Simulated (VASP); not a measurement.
A run of VASP 6.6.1 is set up as follows.

INCAR

```
ALGO = Normal
EDIFF = 1E-6
ENCUT = 520
GGA = RE
ISIF = 2
ISMEAR = -1
LASPH = T
LCHARG = F
LREAL = F
LWAVE = F
NBANDS = 14
NELM = 100
PREC = Accurate
SIGMA = 0.05
```

The input KPOINTS:

```
k-points
0
Gamma
  5 5 5
```

POSCAR

```
NaCl
1.0
    0.0000000000      2.7940632177      2.7940632177
    2.7940632177      0.0000000000      2.7940632177
    2.7940632177      2.7940632177      0.0000000000
Cl Na
1 1
Direct
    0.5000000000      0.5000000000      0.5000000000
    0.0000000000      0.0000000000      0.0000000000
```

Potentials or basis: VASP PAW PBE potentials, release 64 (Cl, Na_pv).

The run is started by

```sh
$ cat potpaw_PBE.64/Cl/POTCAR potpaw_PBE.64/Na_pv/POTCAR > POTCAR
$ mpirun -np 1 vasp_std > vasp.out
```

Problem. Predict the pressure.

Solution. 3.2 GPa.

Problem. What does it give for the band gap on the k mesh?

Solution. 5.49 eV.

Caveat: the cell stands under pressure; the PAW data sets were made with another functional, which shifts forces and pressure a little.
